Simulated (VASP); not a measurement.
# BO (R3m) in VASP: further runs

Runs on BO. Level: PBE. Tasks: relaxation of cell and atoms, single point.

All numbers are computed with VASP 6.6.1; they aren't measurements. Logs are shortened: lines on timing, memory, paths and dates and some standing lists are left out, and cuts for length are marked.

### Step 1. The cell of the first run

The structure is trigonal, space group R3m (No. 160). The conventional cell has a = 2.390 Å, b = 2.390 Å, c = 13.874 Å, α = 90.00°, β = 90.00°, γ = 120.00°. Within 2.0 Å of B (site symmetry 3m) lie 3 O at 1.51 Å. O (site symmetry 3m) has 3 B at 1.51 Å within 2.0 Å.

### Step 2. Relaxation of cell and atoms, PBE

Input file INCAR:

```
PREC = Accurate
ENCUT = 600
EDIFF = 1E-7
ISMEAR = 0
SIGMA = 0.1
LREAL = F
LASPH = T
NELM = 100
ALGO = Normal
ISIF = 3
LWAVE = F
LCHARG = F
GGA = PE
IBRION = 2
NSW = 90
EDIFFG = -0.04
```

Input file KPOINTS:

```
regular mesh
0
Gamma
  12 12 12
```

Input file POSCAR:

```
BO
1.0
    1.1947850717      0.6898094828      4.6246194524
   -1.1947850717      0.6898094828      4.6246194524
    0.0000000000     -1.3796189655      4.6246194524
B O
1 1
Direct
    0.7339745244      0.7339745244      0.7339745244
    0.0238551356      0.0238551356      0.0238551356
```

Potentials or basis: VASP PAW PBE potentials, release 64 (B, O).

Run with:

```bash
$ cat potpaw_PBE.64/B/POTCAR potpaw_PBE.64/O/POTCAR > POTCAR
$ mpirun -np 1 vasp_std > vasp.out
```

OUTCAR:

```text
PREC = Accurate
   ENCUT = 600
   EDIFF = 1E-7
   ISMEAR = 0
   LREAL = F
   LASPH = T
   NELM = 100
   ISIF = 3
   GGA = PE
   IBRION = 2
   NSW = 90
   EDIFFG = -0.04

 ion  position               nearest neighbor table
   1  0.734  0.734  0.734-   2 1.51   2 1.51   2 1.51
   2  0.024  0.024  0.024-   1 1.51   1 1.51   1 1.51

  LATTYP: Found a trigonal (rhomboedric) cell.
 ALAT       =     4.8260183972
 COS(alpha) =     0.8774166108

  Lattice vectors:

 A1 = (   1.1947850717,   0.6898094828,   4.6246194524)
 A2 = (  -1.1947850717,   0.6898094828,   4.6246194524)
 A3 = (   0.0000000000,  -1.3796189655,   4.6246194524)

Analysis of symmetry for initial positions (statically):
=====================================================================
 Subroutine PRICEL returns:
 Original cell was already a primitive cell.

 Routine SETGRP: Setting up the symmetry group for a
 trigonal (rhombohedral) supercell.

 Subroutine GETGRP returns: Found  6 space group operations
 (whereof  6 operations were pure point group operations)
 out of a pool of 12 trial point group operations.

The static configuration has the point symmetry C_3v.

Analysis of symmetry for dynamics (positions and initial velocities):
=====================================================================
 Subroutine PRICEL returns:
 Original cell was already a primitive cell.

 Routine SETGRP: Setting up the symmetry group for a
 trigonal (rhombohedral) supercell.

 Subroutine GETGRP returns: Found  6 space group operations
 (whereof  6 operations were pure point group operations)
 out of a pool of 12 trial point group operations.

The dynamic configuration has the point symmetry C_3v.

 Subroutine INISYM returns: Found  6 space group operations
 (whereof  6 operations are pure point group operations),
 and found     1 'primitive' translations

----------------------------------------------------------------------------------------

                                     Primitive cell

  volume of cell :      22.8689

  direct lattice vectors                    reciprocal lattice vectors
     1.194785072  0.689809483  4.624619452     0.418485309  0.241612606  0.072078003
    -1.194785072  0.689809483  4.624619452    -0.418485309  0.241612606  0.072078003
     0.000000000 -1.379618965  4.624619452     0.000000000 -0.483225212  0.072078003

  length of vectors
     4.826018397  4.826018397  4.826018397     0.488571227  0.488571227  0.488571227

  position of ions in fractional coordinates (direct lattice)
     0.733974524  0.733974524  0.733974524
     0.023855136  0.023855136  0.023855136

  ion indices of the primitive-cell ions
   primitive index   ion index
                 1           1
                 2           2

----------------------------------------------------------------------------------------

 KPOINTS: regular mesh

Automatic generation of k-mesh.
 Grid dimensions read from file:
 generate k-points for:   12   12   12

 Generating k-lattice:

  Cartesian coordinates                     Fractional coordinates (reciprocal lattice)
     0.034873776  0.020134384  0.006006500     0.083333333 -0.000000000 -0.000000000
    -0.034873776  0.020134384  0.006006500    -0.000000000  0.083333333 -0.000000000
     0.000000000 -0.040268768  0.006006500     0.000000000  0.000000000  0.083333333

  Length of vectors
     0.040714269  0.040714269  0.040714269

  Shift w.r.t. Gamma in fractional coordinates (k-lattice)
     0.000000000  0.000000000  0.000000000

[... 53 lines left out ...]
   NSW    =     90    number of steps for IOM
   IBRION =      2    ionic relax: 0-MD 1-quasi-New 2-CG
   NFREE  =      1    steps in history (QN), initial steepest desc. (CG)
   ISIF   =      3    stress and relaxation
   ISYM   =      2    0-nonsym 1-usesym 2-fastsym
   POTIM  = 0.5000    time-step for ionic-motion
   TEBEG  =    0.0;   TEEND  =   0.0 temperature during run
   PSTRESS=    0.0 pullay stress
   NELECT =       9.0000    total number of electrons
   NUPDOWN=      -1.0000    fix difference up-down
   EMIN   =  10.00;   EMAX   =-10.00  energy-range for DOS
   EFERMI =   0.00;   METHOD = LEGACY
   ISMEAR =     0;   SIGMA  =   0.10  broadening in eV -4-tet -1-fermi 0-gaus
   EFERMI_NEDOS =   21; number of points for ismear=-14 and -15
   IALGO  =     38    algorithm
   IMIX   =      4    mixing-type and parameters
     AMIX     =   0.40;   BMIX     =  1.00
     AMIX_MAG =   1.60;   BMIX_MAG =  1.00
  volume/ion in A,a.u.               =      11.43        77.16
  Fermi-wavevector in a.u.,A,eV,Ry     =   1.199703  2.267109 19.582679  1.439286
  Thomas-Fermi vector in A             =   2.335558
   LORBIT       =      0    0 simple, 1 ext, 2 COOP (PROOUT), +10 PAW based schemes
   GGA     = PE    functional components
   LHFCALC =     F    Hartree Fock is set to
   AEXX    =    0.0000 exact exchange contribution
   IVDW    =     0    specifies the selected vdW correction
   LEPSILON=     F    determine dielectric tensor
   LRPA    =     F    only Hartree local field effects (RPA)
 conjugate gradient relaxation of ions
 non-spin polarized calculation
 Gauss-broadening in eV      SIGMA  =   0.10
  energy-cutoff  :      600.00
  volume of cell :       22.87
 maximum number of plane-waves:       780
   NGX = 19   NGY = 19   NGZ = 19

--------------------------------------- Ionic step        1  -------------------------------------------

 number of electron       9.0000000 magnetization

 Free energy of the ion-electron system (eV)
  ---------------------------------------------------
  ext. energy  EPLUGINS =         0.00000000
  ---------------------------------------------------
  free energy    TOTEN  =       -12.99589896 eV

  energy without entropy =      -12.98588754  energy(sigma->0) =      -12.99089325

------------------------ aborting loop because EDIFF is reached ----------------------------------------

  FORCE on cell =-STRESS in cart. coord.  units (eV):
  Direction    XX          YY          ZZ          XY          YZ          ZX
  --------------------------------------------------------------------------------------
  -------------------------------------------------------------------------------------
  Total        0.1342979      0.1342979     -0.0487742      0.0000000     -0.0000000     -0.0000000
  in kB        9.4087890      9.4087890     -3.4170769      0.0000000     -0.0000000     -0.0000000
  external PRESSURE =       5.1335004 kB  Pullay stress =       0.0000000 kB

 VOLUME and BASIS-vectors are now :
 -----------------------------------------------------------------------------
  energy-cutoff  :      600.00
  volume of cell :       22.87
      direct lattice vectors                 reciprocal lattice vectors
     1.194785072  0.689809483  4.624619452     0.418485309  0.241612606  0.072078003
    -1.194785072  0.689809483  4.624619452    -0.418485309  0.241612606  0.072078003
     0.000000000 -1.379618965  4.624619452     0.000000000 -0.483225212  0.072078003

 POSITION                                       TOTAL-FORCE (eV/Angst)
 -----------------------------------------------------------------------------------
      0.00000      0.00000     10.18306         0.000000     -0.000000     -0.075773
      0.00000      0.00000      0.33096         0.000000      0.000000      0.075773
 -----------------------------------------------------------------------------------
    total drift:                                0.000000      0.000000      0.000321

  FREE ENERGIE OF THE ION-ELECTRON SYSTEM (eV)
  ---------------------------------------------------
  free  energy   TOTEN  =       -12.9958989624 eV

  energy  without entropy=      -12.9858875353  energy(sigma->0) =      -12.99089325

--------------------------------------- Ionic step        2  -------------------------------------------

 number of electron       9.0000000 magnetization

 Free energy of the ion-electron system (eV)
  ---------------------------------------------------
  ext. energy  EPLUGINS =         0.00000000
  ---------------------------------------------------
  free energy    TOTEN  =       -12.99638981 eV

  energy without entropy =      -12.98595176  energy(sigma->0) =      -12.99117079

 E-fermi :   2.8677     XC(G=0):  -8.9295

 val. band max:        2.8674554175   @ k =  -0.2500  -0.3333   0.0833
 cond. band min:       2.8690527610   @ k =   0.5000   0.0833   0.0833
 fundamental gap:      0.0015973436
 Fermi energy:         2.8677157834

 k-point     1 :       0.0000    0.0000    0.0000
  band No.  band energies     occupation
      1     -22.8683      2.00000
      2      -6.9921      2.00000
      3      -3.1719      2.00000
      4      -3.1719      2.00000
      5       0.6410      2.00000
      6       9.5822      0.00000
      7      10.1227      0.00000
      8      10.8114      0.00000
[... 243 lines left out ...]
 k-point    24 :      -0.4167    0.1667    0.0000
  band No.  band energies     occupation
      1     -19.9862      2.00000
      2     -10.4299      2.00000
      3      -7.0041      2.00000
      4      -3.8479      2.00000
      5       3.3820      0.00000
      6       7.9857      0.00000
      7      11.8432      0.00000
      8      13.2129      0.00000

 [... further k-points ...]

------------------------ aborting loop because EDIFF is reached ----------------------------------------

  FORCE on cell =-STRESS in cart. coord.  units (eV):
  Direction    XX          YY          ZZ          XY          YZ          ZX
  --------------------------------------------------------------------------------------
  -------------------------------------------------------------------------------------
  Total       -0.0411704     -0.0411704      0.0105359      0.0000000      0.0000000      0.0000000
  in kB       -2.8691372     -2.8691372      0.7342408      0.0000000      0.0000000      0.0000000
  external PRESSURE =      -1.6680112 kB  Pullay stress =       0.0000000 kB

 VOLUME and BASIS-vectors are now :
 -----------------------------------------------------------------------------
  energy-cutoff  :      600.00
  volume of cell :       22.99
      direct lattice vectors                 reciprocal lattice vectors
     1.198655512  0.692044082  4.619178592     0.417134027  0.240832443  0.072162902
    -1.198655512  0.692044082  4.619178592    -0.417134027  0.240832443  0.072162902
     0.000000000 -1.384088165  4.619178592     0.000000000 -0.481664885  0.072162902

 POSITION                                       TOTAL-FORCE (eV/Angst)
 -----------------------------------------------------------------------------------
      0.00000      0.00000     10.16743         0.000000      0.000000      0.026981
      0.00000      0.00000      0.33422        -0.000000     -0.000000     -0.026981
 -----------------------------------------------------------------------------------
    total drift:                               -0.000000      0.000000      0.000044

  FREE ENERGIE OF THE ION-ELECTRON SYSTEM (eV)
  ---------------------------------------------------
  free  energy   TOTEN  =       -12.9963898094 eV

  energy  without entropy=      -12.9859517620  energy(sigma->0) =      -12.99117079

 reached required accuracy - stopping structural energy minimisation
```

It took 2.4 min on 1 thread of AMD EPYC 9R45 (Zen 5), shared host; peak memory 0.22 GiB.

Results:

```
Free energy                           : -12.9964 eV
Relaxed volume                        : 11.50 Å³/atom
Relaxed cell                          : a = 4.822 Å, b = 4.822 Å, c = 4.822 Å, α = 28.79°, β = 28.79°, γ = 28.79°
Space group after relaxing (to 0.1 Å) : R3m (No. 160)
Energy gained by relaxing             : 0.2 meV/atom
Ionic steps                           : 2
Pressure after relaxing               : -0.2 GPa
Largest force after relaxing          : 0.027 eV/Å
Band gap on the k mesh                : zero (an odd number of electrons rules out a gap without spin polarisation)
```

Forces in eV/Å, atoms in the order of the input:
```
B    0.000  0.000  0.027
O    0.000  0.000 -0.027
```

Stress tensor (GPa, compression positive):
```
-0.29  0.00  0.00
 0.00 -0.29  0.00
 0.00  0.00  0.07
```

The path:
```csv
step,energy change (eV),largest force (eV/Å),pressure (GPa),volume (Å³)
1,0.0000,0.0758,0.51,22.87
2,-0.0005,0.0270,-0.17,22.99
```

Final structure:
```xyz
2
Lattice="1.1987 0.6920 4.6192 -1.1987 0.6920 4.6192 0.0000 -1.3841 4.6192" Properties=species:S:1:pos:R:3 pbc="T T T"
B     0.0000    0.0000   10.1674
O     0.0000    0.0000    0.3342
```

Caveat: an odd number of electrons without spin polarisation forces a metal; a magnetic or distorted state may lie lower.

### Step 3. Single point, PBE

This run uses another cell than the first one, of 11.95 Å³/atom.

Input file INCAR:

```
SYSTEM = BO
ALGO = Normal ; EDIFF = 1E-6
ENCUT = 520 ; GGA = PE
ISIF = 2 ; ISMEAR = 0
LASPH = .True. ; LCHARG = .True.
LELF = .True. ; LREAL = .False.
LVHAR = .True. ; LWAVE = .False.
NBANDS = 12 ; NELM = 100
PREC = Accurate ; SIGMA = 0.1
```

Input file KPOINTS:

```
k-points
0
Gamma
  24 24 24
  0 0 0
```

Input file POSCAR:

```
BO
1.0
    1.1959185727      0.6904639099      4.8230732537
   -1.1959185727      0.6904639099      4.8230732537
    0.0000000000     -1.3809278197      4.8230732537
B O
1 1
Direct
    0.2670250928      0.2670250928      0.2670250928
    0.9751452472      0.9751452472      0.9751452472
```

Potentials or basis: VASP PAW PBE potentials, release 64 (B, O).

Run with:

```bash
$ cat potpaw_PBE.64/B/POTCAR potpaw_PBE.64/O/POTCAR > POTCAR
$ mpirun -np 1 vasp_std > vasp.out
```

OUTCAR:

```text
SYSTEM = BO
   EDIFF = 1E-6
   ENCUT = 520
   GGA = PE
   ISIF = 2
   ISMEAR = 0
   LASPH = .True.
   LREAL = .False.
   NELM = 100
   PREC = Accurate

 ion  position               nearest neighbor table
   1  0.267  0.267  0.267-   2 1.51   2 1.51   2 1.51
   2  0.975  0.975  0.975-   1 1.51   1 1.51   1 1.51

  LATTYP: Found a trigonal (rhomboedric) cell.
 ALAT       =     5.0168712614
 COS(alpha) =     0.8863505591

  Lattice vectors:

 A1 = (   1.1959185727,   0.6904639099,   4.8230732537)
 A2 = (  -1.1959185727,   0.6904639099,   4.8230732537)
 A3 = (   0.0000000000,  -1.3809278197,   4.8230732537)

Analysis of symmetry for initial positions (statically):
=====================================================================
 Subroutine PRICEL returns:
 Original cell was already a primitive cell.

 Routine SETGRP: Setting up the symmetry group for a
 trigonal (rhombohedral) supercell.

 Subroutine GETGRP returns: Found  6 space group operations
 (whereof  6 operations were pure point group operations)
 out of a pool of 12 trial point group operations.

The static configuration has the point symmetry C_3v.

[... 173 lines left out ...]
      4      -3.4384      2.00000
      5       0.3858      2.00000
      6       9.2095      0.00000
      7       9.5151      0.00000
      8      10.5501      0.00000
      9      10.5501      0.00000
     10      16.7808      0.00000
     11      25.4811      0.00000
     12      27.7152      0.00000
[... 331 lines left out ...]
 k-point    24 :       0.4583    0.0417    0.0000
  band No.  band energies     occupation
      1     -20.6292      2.00000
      2     -10.8575      2.00000
      3      -5.7840      2.00000
      4      -4.4990      2.00000
      5       2.5926      0.41733
      6       6.9700      0.00000
      7      11.8173      0.00000
      8      12.8306      0.00000
      9      13.6494      0.00000
     10      16.8167      0.00000
     11      18.1050      0.00000
     12      23.4763      0.00000

 [... further k-points ...]

------------------------ aborting loop because EDIFF is reached ----------------------------------------

  FORCE on cell =-STRESS in cart. coord.  units (eV):
  Direction    XX          YY          ZZ          XY          YZ          ZX
  --------------------------------------------------------------------------------------
  -------------------------------------------------------------------------------------
  Total        0.1206514      0.1206514     -0.0167481     -0.0000000     -0.0000000     -0.0000000
  in kB        8.0895640      8.0895640     -1.1229425     -0.0000000     -0.0000000     -0.0000000
  external PRESSURE =       5.0187285 kB  Pullay stress =       0.0000000 kB

 VOLUME and BASIS-vectors are now :
 -----------------------------------------------------------------------------
  energy-cutoff  :      520.00
  volume of cell :       23.90
      direct lattice vectors                 reciprocal lattice vectors
     1.195918573  0.690463910  4.823073254     0.418088665  0.241383604  0.069112227
    -1.195918573  0.690463910  4.823073254    -0.418088665  0.241383604  0.069112227
     0.000000000 -1.380927820  4.823073254     0.000000000 -0.482767207  0.069112227

 POSITION                                       TOTAL-FORCE (eV/Angst)
 -----------------------------------------------------------------------------------
      0.00000      0.00000      3.86364         0.000000     -0.000000     -0.014517
      0.00000      0.00000     14.10959         0.000000      0.000000      0.014517
 -----------------------------------------------------------------------------------
    total drift:                                0.000000     -0.000000      0.000019

  FREE ENERGIE OF THE ION-ELECTRON SYSTEM (eV)
  ---------------------------------------------------
  free  energy   TOTEN  =       -12.9930090580 eV

  energy  without entropy=      -12.9837559556  energy(sigma->0) =      -12.98838251
```

OSZICAR:

```text
N       E                     dE             d eps       ncg     rms          rms(c)
DAV:   1     0.194998264183E+02    0.19500E+02   -0.40152E+03 31872   0.600E+02
DAV:   2    -0.129700083923E+02   -0.32470E+02   -0.31423E+02 38492   0.153E+02
DAV:   3    -0.136569433666E+02   -0.68693E+00   -0.68499E+00 39084   0.193E+01
DAV:   4    -0.136593950376E+02   -0.24517E-02   -0.24516E-02 35916   0.132E+00
DAV:   5    -0.136594136170E+02   -0.18579E-04   -0.18579E-04 40020   0.969E-02    0.616E+00
DAV:   6    -0.129939101887E+02    0.66550E+00   -0.33613E+00 35772   0.120E+01    0.239E+00
DAV:   7    -0.129903794112E+02    0.35308E-02   -0.74050E-02 35568   0.226E+00    0.145E+00
DAV:   8    -0.129930487827E+02   -0.26694E-02   -0.20918E-02 38820   0.105E+00    0.132E-01
DAV:   9    -0.129929661279E+02    0.82655E-04   -0.15306E-03 38164   0.268E-01    0.587E-02
DAV:  10    -0.129929993724E+02   -0.33244E-04   -0.40387E-04 38344   0.130E-01    0.153E-02
DAV:  11    -0.129930064820E+02   -0.71096E-05   -0.13336E-05 38312   0.256E-02    0.750E-03
DAV:  12    -0.129930090528E+02   -0.25708E-05   -0.41393E-06 37784   0.137E-02    0.220E-03
DAV:  13    -0.129930090580E+02   -0.52686E-08   -0.46849E-07 29248   0.501E-03
   1 F= -.12993009E+02 E0= -.12988383E+02  d E =-.925310E-02
```

stdout:

```text
POSCAR found type information on POSCAR B O
 POSCAR found :  2 types and       2 ions
 scaLAPACK will be used
 LDA part: xc-table for (Slater+PW92), standard interpolation
 POSCAR, INCAR and KPOINTS ok, starting setup
 FFT: planning ... GRIDC
 FFT: planning ... GRID_SOFT
 FFT: planning ... GRID
 WAVECAR not read
 entering main loop
```

Run time: 10 min. Hardware: 1 thread of AMD EPYC 9R45 (Zen 5), shared host; peak memory 0.48 GiB.

What came out:

| Property | Result |
| --- | --- |
| Free energy | -12.9930 eV |
| Pressure | 0.5 GPa |
| Largest force | 0.015 eV/Å |
| Band gap on the k mesh | zero (an odd number of electrons rules out a gap without spin polarisation) |

Forces on the atoms (eV/Å):
```
B    0.000  0.000 -0.015
O    0.000  0.000  0.015
```

Levels at points of the mesh, in eV from the Fermi level:
| k point | band 3 | band 4 | band 5 | band 6 | band 7 | band 8 |
| --- | --- | --- | --- | --- | --- | --- |
| (0.00, 0.00, 0.00) | -5.97 | -5.97 | -2.15 | 6.67 | 6.98 | 8.01 |
| (0.50, 0.00, 0.00) | -8.27 | -6.88 | 0.04 | 4.26 | 9.23 | 10.64 |
| (0.50, 0.50, 0.00) | -8.27 | -6.91 | 0.03 | 4.31 | 8.91 | 10.66 |
| (0.50, 0.50, 0.50) | -5.97 | -5.97 | -1.25 | 4.89 | 7.42 | 8.02 |

Caveat: an odd number of electrons without spin polarisation forces a metal; a magnetic or distorted state may lie lower.

(Continued in part 2 of 2.)

The gap in the log of VASP goes by the Fermi energy; the results here count the filled bands.